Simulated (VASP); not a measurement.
The system is Zr.

```xyz
1
Lattice="-1.8100 1.8100 1.8100 1.8100 -1.8100 1.8100 1.8100 1.8100 -1.8100" Properties=species:S:1:pos:R:3 pbc="T T T"
Zr    0.0000    0.0000    0.0000
```

This isn't the form of Zr at room conditions, which is hcp.

Base run:

```yaml
Program: VASP 6.6.1
Functional: PBEsol
Potentials_or_basis: VASP PAW PBE potentials, release 64 (Zr_sv)
Cutoff: 500 eV
k_mesh: 10 × 10 × 10
Occupations: methfessel-paxton, width 0.15 eV
Spin: no spin polarisation
Hubbard_terms: Zr d U = 6.2 eV
```

Its results: band gap on the k mesh zero (bands 6 and 7 overlap by 2.30 eV); pressure 11.1 GPa.

Problem. The run is repeated on the same cell with these changes: occupations from methfessel-paxton, width 0.15 eV to gaussian, width 0.05 eV; hubbard terms from Zr d U = 6.2 eV to none. What comes out?

Solution. Band gap on the k mesh zero (bands 6 and 7 overlap by 1.79 eV); pressure -7.0 GPa.

Caveats: the PAW data sets were made with another functional, which shifts forces and pressure a little; the cell stands under pressure (at least some runs); U without spin polarisation on a metal has little footing (at least some runs); the U is typed as a test and isn't derived for this compound (at least some runs); the cell stands under tension (at least some runs).
